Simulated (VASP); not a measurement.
# ScAl3 (R-3m) in VASP: a series of runs

Runs on ScAl3. Level: PBE. Tasks: single point.

Program: VASP 6.6.1. These are calculated values, not measurements. Logs are shortened: lines on timing, memory, paths and dates and some standing lists are left out, and cuts for length are marked.

## Step 1: The cell of the first run

The structure is trigonal, space group R-3m (No. 166). Conventional cell: a = 4.608 Å, b = 4.608 Å, c = 11.287 Å, α = 90.00°, β = 90.00°, γ = 120.00°. Sc (site symmetry -3m) has 6 Al at 2.30 Å within 3.0 Å. Al (site symmetry 2/m) has 2 Sc at 2.30 Å and 4 Al at 2.30 Å within 3.0 Å.

## Step 2: Single point, PBE

Input file INCAR:

```
SYSTEM = ScAl3
PREC = Accurate
ENCUT = 520
EDIFF = 1E-7
ISMEAR = 0
SIGMA = 0.15
LREAL = .False.
LASPH = .True.
NELM = 100
ALGO = Fast
ISIF = 2
LWAVE = .False.
LCHARG = .False.
GGA = PE
NBANDS = 18
```

Input file KPOINTS:

```
regular mesh
0
Gamma
  14 14 14
  0 0 0
```

Input file POSCAR:

```
ScAl3
1.0
    4.3445374054      1.0861343513      1.0861343513
    1.0861343513      4.3445374054      1.0861343513
    1.0861343513      1.0861343513      4.3445374054
Sc Al
1 3
Direct
    0.0000000000      0.0000000000      0.0000000000
    0.5000000000      0.0000000000      0.5000000000
    0.0000000000      0.5000000000      0.5000000000
    0.5000000000      0.5000000000      0.0000000000
```

Potentials or basis: VASP PAW PBE potentials, release 64 (Sc_sv, Al).

Started as:

```
$ cat potpaw_PBE.64/Sc_sv/POTCAR potpaw_PBE.64/Al/POTCAR > POTCAR
$ mpirun -np 1 vasp_std > vasp.out
```

OUTCAR:

```text
SYSTEM = ScAl3
   PREC = Accurate
   ENCUT = 520
   EDIFF = 1E-7
   ISMEAR = 0
   LREAL = .False.
   LASPH = .True.
   NELM = 100
   ISIF = 2
   GGA = PE

 ion  position               nearest neighbor table
   1  0.000  0.000  0.000-   2 2.30   3 2.30   3 2.30   4 2.30   2 2.30   4 2.30
   2  0.500  0.000  0.500-   1 2.30   4 2.30   3 2.30   4 2.30   1 2.30   3 2.30
   3  0.000  0.500  0.500-   1 2.30   4 2.30   1 2.30   2 2.30   2 2.30   4 2.30
   4  0.500  0.500  0.000-   2 2.30   3 2.30   1 2.30   2 2.30   1 2.30   3 2.30

  LATTYP: Found a face centered cubic cell.
 ALAT       =     6.5168061081

  Lattice vectors:

 A1 = (   4.3445374054,   1.0861343513,   1.0861343513)
 A2 = (   1.0861343513,   4.3445374054,   1.0861343513)
 A3 = (   1.0861343513,   1.0861343513,   4.3445374054)

Analysis of symmetry for initial positions (statically):
=====================================================================
 Subroutine PRICEL returns:
 Original cell was already a primitive cell.

 Routine SETGRP: Setting up the symmetry group for a
 face centered cubic supercell.

 Subroutine GETGRP returns: Found 12 space group operations
 (whereof 12 operations were pure point group operations)
 out of a pool of 48 trial point group operations.

The static configuration has the point symmetry D_3d.

Analysis of symmetry for dynamics (positions and initial velocities):
=====================================================================
 Subroutine PRICEL returns:
 Original cell was already a primitive cell.

 Routine SETGRP: Setting up the symmetry group for a
 face centered cubic supercell.

 Subroutine GETGRP returns: Found 12 space group operations
 (whereof 12 operations were pure point group operations)
 out of a pool of 48 trial point group operations.

The dynamic configuration has the point symmetry D_3d.

 Subroutine INISYM returns: Found 12 space group operations
 (whereof 12 operations are pure point group operations),
 and found     1 'primitive' translations

----------------------------------------------------------------------------------------

                                     Primitive cell

  volume of cell :      69.1902

  direct lattice vectors                    reciprocal lattice vectors
     4.344537405  1.086134351  1.086134351     0.255749003 -0.051149801 -0.051149801
     1.086134351  4.344537405  1.086134351    -0.051149801  0.255749003 -0.051149801
     1.086134351  1.086134351  4.344537405    -0.051149801 -0.051149801  0.255749003

  length of vectors
     4.608077791  4.608077791  4.608077791     0.265782161  0.265782161  0.265782161

  position of ions in fractional coordinates (direct lattice)
     0.000000000  0.000000000  0.000000000
     0.500000000  0.000000000  0.500000000
     0.000000000  0.500000000  0.500000000
     0.500000000  0.500000000  0.000000000

  ion indices of the primitive-cell ions
   primitive index   ion index
                 1           1
                 2           2
                 3           3
                 4           4

----------------------------------------------------------------------------------------

 KPOINTS: regular mesh

Automatic generation of k-mesh.
 Grid dimensions read from file:
 generate k-points for:   14   14   14

 Generating k-lattice:

  Cartesian coordinates                     Fractional coordinates (reciprocal lattice)
     0.018267786 -0.003653557 -0.003653557     0.071428571  0.000000000  0.000000000
    -0.003653557  0.018267786 -0.003653557     0.000000000  0.071428571  0.000000000
    -0.003653557 -0.003653557  0.018267786     0.000000000  0.000000000  0.071428571

  Length of vectors
     0.018984440  0.018984440  0.018984440

  Shift w.r.t. Gamma in fractional coordinates (k-lattice)
     0.000000000  0.000000000  0.000000000

 Subroutine IBZKPT returns following result:
 ===========================================

 Found    288 irreducible k-points:

 Following reciprocal coordinates:
            Coordinates               Weight
  0.000000  0.000000  0.000000      1.000000
  0.071429  0.000000  0.000000      6.000000
  0.071429  0.071429  0.071429      2.000000
  0.142857  0.000000  0.000000      6.000000
  0.142857  0.142857  0.142857      2.000000
  0.214286  0.000000  0.000000      6.000000
[... 16 lines left out ...]
  0.285714  0.071429  0.000000     12.000000
  0.071429  0.071429 -0.214286      6.000000
 [... further k-points ...]
   k-points           NKPTS =    288   k-points in BZ     NKDIM =    288   number of bands    NBANDS=     18
   number of dos      NEDOS =    301   number of ions     NIONS =      4
   total plane-waves  NPLWV =  46656
   dimension x,y,z NGX =    36 NGY =   36 NGZ =   36
   dimension x,y,z NGXF=    72 NGYF=   72 NGZF=   72
   ions per type =               1   3
   NGX,Y,Z   is equivalent  to a cutoff of  12.99, 12.99, 12.99 a.u.
   NGXF,Y,Z  is equivalent  to a cutoff of  25.98, 25.98, 25.98 a.u.
 SYSTEM =  ScAl3
   PREC   = accura    normal or accurate (medium, high low for compatibility)
   ISTART =      0    job   : 0-new  1-cont  2-samecut
   ICHARG =      2    charge: 1-file 2-atom 10-const
   ISPIN  =      1    spin polarized calculation?
   LNONCOLLINEAR =      F non collinear calculations
   LSORBIT =      F    spin-orbit coupling
   LASPH  =      T    aspherical Exc in radial PAW
   ENCUT  =  520.0 eV  38.22 Ry    6.18 a.u.   8.57  8.57  8.57*2*pi/ulx,y,z
   NELM   =    100;   NELMIN=  2; NELMDL= -5     # of ELM steps
   EDIFF  = 0.1E-06   stopping-criterion for ELM
   LREAL  =      F    real-space projection
   EDIFFG = 0.1E-05   stopping-criterion for IOM
   NSW    =      0    number of steps for IOM
   IBRION =     -1    ionic relax: 0-MD 1-quasi-New 2-CG
   NFREE  =      0    steps in history (QN), initial steepest desc. (CG)
   ISIF   =      2    stress and relaxation
   ISYM   =      2    0-nonsym 1-usesym 2-fastsym
   POTIM  = 0.5000    time-step for ionic-motion
   TEBEG  =    0.0;   TEEND  =   0.0 temperature during run
   PSTRESS=    0.0 pullay stress
   NELECT =      20.0000    total number of electrons
   NUPDOWN=      -1.0000    fix difference up-down
   EMIN   =  10.00;   EMAX   =-10.00  energy-range for DOS
   EFERMI =   0.00;   METHOD = LEGACY
   ISMEAR =     0;   SIGMA  =   0.15  broadening in eV -4-tet -1-fermi 0-gaus
   EFERMI_NEDOS =   21; number of points for ismear=-14 and -15
   IALGO  =     68    algorithm
   IMIX   =      4    mixing-type and parameters
     AMIX     =   0.40;   BMIX     =  1.00
     AMIX_MAG =   1.60;   BMIX_MAG =  1.00
  volume/ion in A,a.u.               =      17.30       116.73
  Fermi-wavevector in a.u.,A,eV,Ry     =   1.082439  2.045513 15.941590  1.171674
  Thomas-Fermi vector in A             =   2.218480
   LORBIT       =      0    0 simple, 1 ext, 2 COOP (PROOUT), +10 PAW based schemes
   GGA     = PE    functional components
   LHFCALC =     F    Hartree Fock is set to
   AEXX    =    0.0000 exact exchange contribution
   IVDW    =     0    specifies the selected vdW correction
   LEPSILON=     F    determine dielectric tensor
   LRPA    =     F    only Hartree local field effects (RPA)
 non-spin polarized calculation
 RMM-DIIS sequential band-by-band and
 Gauss-broadening in eV      SIGMA  =   0.15
  energy-cutoff  :      520.00
  volume of cell :       69.19
 maximum number of plane-waves:      1892
 NGX is ok and might be reduce to    36

 number of electron      19.9999997 magnetization

 Free energy of the ion-electron system (eV)
  ---------------------------------------------------
  ext. energy  EPLUGINS =         0.00000000
  ---------------------------------------------------
  free energy    TOTEN  =        -8.77332965 eV

  energy without entropy =       -8.72963551  energy(sigma->0) =       -8.75148258

 E-fermi :   6.1604     XC(G=0):  -9.9263

 val. band max:        6.1577139975   @ k =  -0.3571   0.3571  -0.3571
 cond. band min:       6.1604406208   @ k =  -0.3571   0.2857   0.0714
 fundamental gap:      0.0027266233
 Fermi energy:         6.1603595737

 k-point     1 :       0.0000    0.0000    0.0000
  band No.  band energies     occupation
      1     -41.5287      2.00000
      2     -20.5101      2.00000
      3     -20.5101      2.00000
      4     -20.4289      2.00000
      5      -3.4488      2.00000
      6       3.2744      2.00000
[... 10 lines left out ...]
     17      10.9889      0.00000
     18      10.9889      0.00000

 k-point     2 :       0.0714    0.0000    0.0000
  band No.  band energies     occupation
      1     -41.5285      2.00000
      2     -20.5124      2.00000
      3     -20.5107      2.00000
      4     -20.4291      2.00000
      5      -3.3914      2.00000
      6       2.8427      2.00000
[... 10 lines left out ...]
     17      11.0917      0.00000
     18      11.7562      0.00000

 k-point     3 :       0.0714    0.0714    0.0714
  band No.  band energies     occupation
      1     -41.5287      2.00000
      2     -20.5102      2.00000
      3     -20.5102      2.00000
      4     -20.4296      2.00000
      5      -3.4141      2.00000
      6       3.2580      2.00000
[... 10 lines left out ...]
     17      11.0616      0.00000
     18      11.0616      0.00000

 k-point     4 :       0.1429    0.0000    0.0000
  band No.  band energies     occupation
      1     -41.5280      2.00000
      2     -20.5188      2.00000
      3     -20.5125      2.00000
      4     -20.4296      2.00000
      5      -3.2208      2.00000
      6       2.2061      2.00000
[... 375 lines left out ...]
      4     -20.4330      2.00000
      5      -3.1610      2.00000
      6       2.7627      2.00000
[... 10 lines left out ...]
     17      11.4859      0.00000
     18      12.0760      0.00000

 k-point    23 :       0.2857    0.0714    0.0000
  band No.  band energies     occupation
      1     -41.5268      2.00000
      2     -20.5339      2.00000
      3     -20.5174      2.00000
      4     -20.4314      2.00000
      5      -2.6804      2.00000
      6       1.1950      2.00000
[... 10 lines left out ...]
     17      12.1402      0.00000
     18      12.6016      0.00000

 k-point    24 :       0.0714    0.0714   -0.2143
  band No.  band energies     occupation
      1     -41.5265      2.00000
      2     -20.5378      2.00000
      3     -20.5181      2.00000
      4     -20.4307      2.00000
      5      -2.6213      2.00000
      6       1.0552      2.00000
[... 10 lines left out ...]
     17      12.1351      0.00000
     18      12.4730      0.00000

 [... further k-points ...]

------------------------ aborting loop because EDIFF is reached ----------------------------------------

  FORCE on cell =-STRESS in cart. coord.  units (eV):
  Direction    XX          YY          ZZ          XY          YZ          ZX
  --------------------------------------------------------------------------------------
  -------------------------------------------------------------------------------------
  Total       25.7798437     25.7798437     25.7798437    -15.5201133    -15.5201133    -15.5201133
  in kB      596.9616810    596.9616810    596.9616810   -359.3859217   -359.3859217   -359.3859217
  external PRESSURE =     596.9616810 kB  Pullay stress =       0.0000000 kB

 VOLUME and BASIS-vectors are now :
 -----------------------------------------------------------------------------
  energy-cutoff  :      520.00
  volume of cell :       69.19
      direct lattice vectors                 reciprocal lattice vectors
     4.344537405  1.086134351  1.086134351     0.255749003 -0.051149801 -0.051149801
     1.086134351  4.344537405  1.086134351    -0.051149801  0.255749003 -0.051149801
     1.086134351  1.086134351  4.344537405    -0.051149801 -0.051149801  0.255749003

 POSITION                                       TOTAL-FORCE (eV/Angst)
 -----------------------------------------------------------------------------------
      0.00000      0.00000      0.00000        -0.000000      0.000000      0.000000
      2.71534      1.08613      2.71534        -0.000000     -0.000000     -0.000000
      1.08613      2.71534      2.71534         0.000000     -0.000000      0.000000
      2.71534      2.71534      1.08613         0.000000      0.000000      0.000000
 -----------------------------------------------------------------------------------
    total drift:                                0.000000      0.000000      0.000000

  FREE ENERGIE OF THE ION-ELECTRON SYSTEM (eV)
  ---------------------------------------------------
  free  energy   TOTEN  =        -8.7733296518 eV

  energy  without entropy=       -8.7296355142  energy(sigma->0) =       -8.75148258
```

Wall time 16 min (1 thread of Oxide Virtual Turin-like, shared host); peak memory 0.43 GiB.

What came out:

| Item | Value |
| --- | --- |
| Free energy | -8.7733 eV |
| Pressure | 59.7 GPa |
| Band gap on the k mesh | zero (bands 10 and 11 overlap by 1.18 eV) |

Stress tensor (GPa, compression positive):
```
 59.70 -35.94 -35.94
-35.94  59.70 -35.94
-35.94 -35.94  59.70
```

Caveat: the cell stands under pressure.

## Step 3: Single point, PBE

This run uses another cell than the first one, of the same volume but with other edges.

Input file INCAR:

```
SYSTEM = ScAl3
PREC = Accurate ; ENCUT = 520
EDIFF = 1E-6 ; ISMEAR = 0
SIGMA = 0.15 ; LREAL = .False.
LASPH = .True. ; NELM = 100
ALGO = Fast ; ISIF = 2
LWAVE = .False. ; LCHARG = .True.
GGA = PE ; LELF = .True.
LVHAR = .True. ; NBANDS = 18
```

KPOINTS is that of step 2.

Input file POSCAR:

```
ScAl3
1.0
    4.1569683948     -0.4448416363     -0.4448416363
   -0.4448416363      4.1569683948     -0.4448416363
   -0.4448416363     -0.4448416363      4.1569683948
Sc Al
1 3
Direct
    0.0000000000      0.0000000000      0.0000000000
    0.5000000000      0.0000000000      0.5000000000
    0.0000000000      0.5000000000      0.5000000000
    0.5000000000      0.5000000000      0.0000000000
```

Potentials or basis: VASP PAW PBE potentials, release 64 (Sc_sv, Al).

Started as:

```
$ cat potpaw_PBE.64/Sc_sv/POTCAR potpaw_PBE.64/Al/POTCAR > POTCAR
$ mpirun -np 1 vasp_std > vasp.out
```

It took 12 min on 1 thread of Oxide Virtual Turin-like, shared host; peak memory 0.4 GiB.

Results (log left out):

```
Free energy            : -17.1924 eV
Pressure               : 10.4 GPa
Band gap on the k mesh : zero (bands 10 and 11 overlap by 1.09 eV)
```

Stress tensor (GPa, compression positive):
```
10.45 11.42 11.42
11.42 10.45 11.42
11.42 11.42 10.45
```

Levels at points of the mesh, in eV from the Fermi level:
```
           k point  band 6  band 7  band 8  band 9  band 10  band 11  band 12  band 13  band 14  band 15
(0.00, 0.00, 0.00)   -2.04   -2.04   -1.69   -1.69    -0.15     0.43     0.79     0.79     1.97     3.32
(0.50, 0.00, 0.00)   -6.99   -2.27   -1.29   -0.98    -0.28     0.35     1.17     2.52     2.55     3.43
(0.50, 0.50, 0.00)   -6.46   -3.91   -3.76   -1.01    -0.78     0.55     1.79     2.46     3.05     3.05
(0.50, 0.50, 0.50)   -5.55   -4.15   -3.45   -3.45    -2.45     0.15     1.19     2.43     2.43     3.54
```

Caveat: the cell stands under pressure.

(Part 1 of 2 ends here.)
